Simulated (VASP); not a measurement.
# ZnS (R3m) in VASP: single point with PBEsol

Aim: the single point of ZnS with PBEsol.

Program: VASP 6.6.1. These are calculated values, not measurements. Logs are shortened: lines on timing, memory, paths and dates and some standing lists are left out, and cuts for length are marked.

## 1. The cell of the first run

It takes space group R3m (No. 160, trigonal). Conventional cell: a = 3.806 Å, b = 3.806 Å, c = 28.056 Å, α = 90.00°, β = 90.00°, γ = 120.00°. Zn (site symmetry 3m) has 4 S at 2.33 to 2.34 Å within 3.1 Å. Zn (site symmetry 3m) has 4 S at 2.33 Å within 3.1 Å. Within 3.1 Å of Zn (site symmetry 3m) lie 4 S at 2.33 to 2.34 Å. S (site symmetry 3m) has 4 Zn at 2.33 to 2.34 Å within 3.1 Å. Within 3.1 Å of S (site symmetry 3m) lie 4 Zn at 2.33 to 2.34 Å. Within 3.1 Å of S (site symmetry 3m) lie 4 Zn at 2.33 Å.

## 2. Single point, PBEsol

INCAR reads:

```
SYSTEM = ZnS
  ALGO = Normal
  EDIFF = 1E-6
  ENCUT = 520
  GGA = PS
  ISIF = 2
  ISMEAR = 0
  ISYM = 0
  LASPH = .True.
  LCHARG = .False.
  LREAL = Auto
  LWAVE = .False.
  NBANDS = 96
  NELM = 100
  PREC = Accurate
  SIGMA = 0.1
```

KPOINTS reads:

```
Automatic mesh
0
Gamma
  2 2 1
  0.5 0.5 0
```

POSCAR reads:

```
ZnS
1.0
    0.0000000000     -6.5924320200      0.0000000000
    5.7092136021     -3.2962160100      0.0000000000
    0.0000000000     -2.1974773400      9.3519478348
Zn S
9 9
Direct
    0.6666955267      0.6666666667      0.9999134200
    0.3333621933      0.3333333333      0.9999134200
    0.0000288600      0.0000000000      0.9999134200
    0.4443972567      0.6666666667      0.6668082300
    0.1110639233      0.3333333333      0.6668082300
    0.7777305900      1.0000000000      0.6668082300
    0.2220532267      0.6666666667      0.3338403200
    0.8887198933      0.3333333333      0.3338403200
    0.5553865600      1.0000000000      0.3338403200
    0.5833994967      0.6666666667      0.2498015100
    0.2500661633      0.3333333333      0.2498015100
    0.9167328300      0.0000000000      0.2498015100
    0.1388243667      0.6666666667      0.5835269000
    0.8054910333      0.3333333333      0.5835269000
    0.4721577000      0.0000000000      0.5835269000
    0.3613041267      0.6666666667      0.9160876200
    0.0279707933      0.3333333333      0.9160876200
    0.6946374600      1.0000000000      0.9160876200
```

Potentials or basis: VASP PAW PBE potentials, release 64 (Zn, S).

On the command line:

```console
$ cat potpaw_PBE.64/Zn/POTCAR potpaw_PBE.64/S/POTCAR > POTCAR
$ mpirun -np 1 vasp_std > vasp.out
```

OUTCAR:

```text
SYSTEM = ZnS
   EDIFF = 1E-6
   ENCUT = 520
   GGA = PS
   ISIF = 2
   ISMEAR = 0
   ISYM = 0
   LASPH = .True.
   LREAL = Auto
   NELM = 100
   PREC = Accurate

 ion  position               nearest neighbor table
   1  0.667  0.667  1.000-  18 2.33  16 2.33  17 2.33  10 2.34
   2  0.333  0.333  1.000-  17 2.33  18 2.33  16 2.33  11 2.34
   3  0.000  0.000  1.000-  17 2.33  18 2.33  16 2.33  12 2.34
   4  0.444  0.667  0.667-  16 2.33  15 2.33  13 2.33  14 2.33
   5  0.111  0.333  0.667-  17 2.33  14 2.33  15 2.33  13 2.33
   6  0.778  0.000  0.667-  18 2.33  14 2.33  15 2.33  13 2.33
[... 10 lines left out ...]
  17  0.028  0.333  0.916-   5 2.33   3 2.33   2 2.33   1 2.33
  18  0.695  0.000  0.916-   6 2.33   1 2.33   3 2.33   2 2.33

IMPORTANT INFORMATION: All symmetrisations will be switched off!
NOSYMM: (Re-)initialisation of all symmetry stuff for point group C_1.

----------------------------------------------------------------------------------------

                                     Primitive cell

  volume of cell :     351.9849

  direct lattice vectors                    reciprocal lattice vectors
     0.000000000 -6.592432020  0.000000000    -0.087577736 -0.151689088 -0.035643199
     5.709213602 -3.296216010  0.000000000     0.175155471  0.000000000  0.000000000
     0.000000000 -2.197477340  9.351947835     0.000000000  0.000000000  0.106929596

  length of vectors
     6.592432020  6.592432020  9.606655764     0.178745285  0.175155471  0.106929596

  position of ions in fractional coordinates (direct lattice)
     0.666695527  0.666666667  0.999913420
     0.333362193  0.333333333  0.999913420
     0.000028860  0.000000000  0.999913420
     0.444397257  0.666666667  0.666808230
     0.111063923  0.333333333  0.666808230
     0.777730590  0.000000000  0.666808230
[... 10 lines left out ...]
     0.027970793  0.333333333  0.916087620
     0.694637460  0.000000000  0.916087620

  ion indices of the primitive-cell ions
   primitive index   ion index
                 1           1
                 2           2
                 3           3
                 4           4
                 5           5
                 6           6
[... 10 lines left out ...]
                17          17
                18          18

----------------------------------------------------------------------------------------

 KPOINTS: Automatic mesh

Automatic generation of k-mesh.
 Grid dimensions read from file:
 generate k-points for:    2    2    1

 Generating k-lattice:

  Cartesian coordinates                     Fractional coordinates (reciprocal lattice)
    -0.043788868 -0.075844544 -0.017821599     0.500000000  0.000000000  0.000000000
     0.087577736  0.000000000  0.000000000     0.000000000  0.500000000  0.000000000
     0.000000000  0.000000000  0.106929596     0.000000000  0.000000000  1.000000000

  Length of vectors
     0.089372642  0.087577736  0.106929596

  Shift w.r.t. Gamma in fractional coordinates (k-lattice)
     0.500000000  0.500000000  0.000000000

 Subroutine IBZKPT returns following result:
 ===========================================

 Found      4 irreducible k-points:

 Following reciprocal coordinates:
            Coordinates               Weight
  0.250000  0.250000  0.000000      2.000000
 -0.250000  0.000000 -0.000000      2.000000
 -0.250000  0.250000 -0.000000      2.000000
  0.250000  0.500000  0.000000      2.000000
   k-points           NKPTS =      4   k-points in BZ     NKDIM =      4   number of bands    NBANDS=     96
   number of dos      NEDOS =    301   number of ions     NIONS =     18
   total plane-waves  NPLWV = 180000
   dimension x,y,z NGX =    50 NGY =   50 NGZ =   72
   dimension x,y,z NGXF=   100 NGYF=  100 NGZF=  144
   ions per type =               9   9
   NGX,Y,Z   is equivalent  to a cutoff of  12.61, 12.61, 12.46 a.u.
   NGXF,Y,Z  is equivalent  to a cutoff of  25.22, 25.22, 24.92 a.u.
 SYSTEM =  ZnS
   PREC   = accura    normal or accurate (medium, high low for compatibility)
   ISTART =      0    job   : 0-new  1-cont  2-samecut
   ICHARG =      2    charge: 1-file 2-atom 10-const
   ISPIN  =      1    spin polarized calculation?
   LNONCOLLINEAR =      F non collinear calculations
   LSORBIT =      F    spin-orbit coupling
   LASPH  =      T    aspherical Exc in radial PAW
   ENCUT  =  520.0 eV  38.22 Ry    6.18 a.u.  12.26 12.26 17.86*2*pi/ulx,y,z
   NELM   =    100;   NELMIN=  2; NELMDL= -5     # of ELM steps
   EDIFF  = 0.1E-05   stopping-criterion for ELM
   LREAL  =      T    real-space projection
   EDIFFG = 0.1E-04   stopping-criterion for IOM
   NSW    =      0    number of steps for IOM
   IBRION =     -1    ionic relax: 0-MD 1-quasi-New 2-CG
   NFREE  =      0    steps in history (QN), initial steepest desc. (CG)
   ISIF   =      2    stress and relaxation
   ISYM   =      0    0-nonsym 1-usesym 2-fastsym
   POTIM  = 0.5000    time-step for ionic-motion
   TEBEG  =    0.0;   TEEND  =   0.0 temperature during run
   PSTRESS=    0.0 pullay stress
   NELECT =     162.0000    total number of electrons
   NUPDOWN=      -1.0000    fix difference up-down
   EMIN   =  10.00;   EMAX   =-10.00  energy-range for DOS
   EFERMI =   0.00;   METHOD = LEGACY
   ISMEAR =     0;   SIGMA  =   0.10  broadening in eV -4-tet -1-fermi 0-gaus
   EFERMI_NEDOS =   21; number of points for ismear=-14 and -15
   IALGO  =     38    algorithm
   IMIX   =      4    mixing-type and parameters
     AMIX     =   0.40;   BMIX     =  1.00
     AMIX_MAG =   1.60;   BMIX_MAG =  1.00
  volume/ion in A,a.u.               =      19.55       131.96
  Fermi-wavevector in a.u.,A,eV,Ry     =   1.263975  2.388566 21.737115  1.597633
  Thomas-Fermi vector in A             =   2.397304
   LORBIT       =      0    0 simple, 1 ext, 2 COOP (PROOUT), +10 PAW based schemes
   GGA     = PS    functional components
   LHFCALC =     F    Hartree Fock is set to
   AEXX    =    0.0000 exact exchange contribution
   IVDW    =     0    specifies the selected vdW correction
   LEPSILON=     F    determine dielectric tensor
   LRPA    =     F    only Hartree local field effects (RPA)
 non-spin polarized calculation
 Gauss-broadening in eV      SIGMA  =   0.10
  energy-cutoff  :      520.00
  volume of cell :      351.98
 maximum number of plane-waves:      9470
 NGX is ok and might be reduce to    50
   NGX = 25   NGY = 25   NGZ = 35

 number of electron     161.9999938 magnetization

 Free energy of the ion-electron system (eV)
  ---------------------------------------------------
  ext. energy  EPLUGINS =         0.00000000
  ---------------------------------------------------
  free energy    TOTEN  =       -68.35362509 eV

  energy without entropy =      -68.35362509  energy(sigma->0) =      -68.35362509

 E-fermi :   2.3832     XC(G=0):  -9.8883

 val. band max:        1.8982419368   @ k =   0.2500   0.2500   0.0000
 cond. band min:       5.1962378565   @ k =  -0.2500   0.0000  -0.0000
 fundamental gap:      3.2979959197
 Fermi energy:         2.3831990838

 k-point     1 :       0.2500    0.2500    0.0000
  band No.  band energies     occupation
      1     -10.9841      2.00000
      2     -10.4203      2.00000
      3     -10.2744      2.00000
      4     -10.1748      2.00000
      5     -10.0960      2.00000
      6     -10.0139      2.00000
[... 85 lines left out ...]
     92       7.5563      0.00000
     93       7.8421      0.00000

 k-point     2 :      -0.2500    0.0000   -0.0000
  band No.  band energies     occupation
      1     -10.9841      2.00000
      2     -10.4203      2.00000
      3     -10.2744      2.00000
      4     -10.1748      2.00000
      5     -10.0960      2.00000
      6     -10.0139      2.00000
[... 85 lines left out ...]
     92       7.5563      0.00000
     93       7.8421      0.00000

 k-point     3 :      -0.2500    0.2500   -0.0000
  band No.  band energies     occupation
      1     -10.7311      2.00000
      2     -10.3520      2.00000
      3     -10.3125      2.00000
      4     -10.2372      2.00000
      5     -10.1252      2.00000
      6     -10.1239      2.00000
[... 85 lines left out ...]
     92       7.1271      0.00000
     93       7.5255      0.00000

 k-point     4 :       0.2500    0.5000    0.0000
  band No.  band energies     occupation
      1     -10.7311      2.00000
      2     -10.3520      2.00000
      3     -10.3125      2.00000
      4     -10.2372      2.00000
      5     -10.1252      2.00000
      6     -10.1239      2.00000
[... 85 lines left out ...]
     92       7.1271      0.00000
     93       7.5255      0.00000
 [bands above 93 left out]

------------------------ aborting loop because EDIFF is reached ----------------------------------------

  FORCE on cell =-STRESS in cart. coord.  units (eV):
  Direction    XX          YY          ZZ          XY          YZ          ZX
  --------------------------------------------------------------------------------------
  -------------------------------------------------------------------------------------
  Total       -2.3292657     -2.1716296     -4.0258438     -0.0001258     -0.5031304      0.0000247
  in kB      -10.6024342     -9.8849008    -18.3249785     -0.0005727     -2.2901667      0.0001126
  external PRESSURE =     -12.9374378 kB  Pullay stress =       0.0000000 kB

 VOLUME and BASIS-vectors are now :
 -----------------------------------------------------------------------------
  energy-cutoff  :      520.00
  volume of cell :      351.98
      direct lattice vectors                 reciprocal lattice vectors
     0.000000000 -6.592432020  0.000000000    -0.087577736 -0.151689088 -0.035643199
     5.709213602 -3.296216010  0.000000000     0.175155471  0.000000000  0.000000000
     0.000000000 -2.197477340  9.351947835     0.000000000  0.000000000  0.106929596

 POSITION                                       TOTAL-FORCE (eV/Angst)
 -----------------------------------------------------------------------------------
      3.80614     -8.78991      9.35114        -0.000581      0.010836      0.011493
      1.90307     -5.49369      9.35114         0.000604      0.010826      0.011490
      0.00000     -2.19748      9.35114         0.000016      0.010925      0.011356
      3.80614     -6.59243      6.23596        -0.000381      0.005980     -0.019713
      1.90307     -3.29622      6.23596         0.000396      0.005976     -0.019701
      0.00000     -6.59243      6.23596         0.000029      0.006814     -0.019563
[... 10 lines left out ...]
      1.90307     -3.29622      8.56720         0.000611     -0.001953      0.020109
      0.00000     -6.59243      8.56720         0.000011     -0.003828      0.020017
 -----------------------------------------------------------------------------------
    total drift:                                0.000016      0.008451     -0.002264

  FREE ENERGIE OF THE ION-ELECTRON SYSTEM (eV)
  ---------------------------------------------------
  free  energy   TOTEN  =       -68.3536250887 eV

  energy  without entropy=      -68.3536250887  energy(sigma->0) =      -68.35362509
```

It took 2 min on 1 thread of Intel Xeon Platinum 8559C (Emerald Rapids), shared host; peak memory 0.43 GiB.

What came out:

| Item | Value |
| --- | --- |
| Free energy | -68.3536 eV |
| Pressure | -1.3 GPa |
| Largest force | 0.046 eV/Å |
| Band gap on the k mesh | 3.30 eV |

Forces in eV/Å, atoms in the order of the input:
```
Zn  -0.001  0.011  0.011
Zn   0.001  0.011  0.011
Zn   0.000  0.011  0.011
Zn   0.000  0.006 -0.020
Zn   0.000  0.006 -0.020
Zn   0.000  0.007 -0.020
Zn   0.000  0.015 -0.009
Zn   0.000  0.015 -0.009
Zn   0.000  0.015 -0.008
S    0.001  0.014  0.008
S   -0.001  0.014  0.008
S    0.000  0.013  0.007
S    0.000 -0.043 -0.011
S    0.000 -0.043 -0.011
S    0.000 -0.045 -0.011
S   -0.001 -0.002  0.020
S    0.001 -0.002  0.020
S    0.000 -0.004  0.020
```

Caveat: the k points lie up to 0.67 Å⁻¹ apart; the PAW data sets were made with another functional, which shifts forces and pressure a little. A k mesh can miss the band edges.
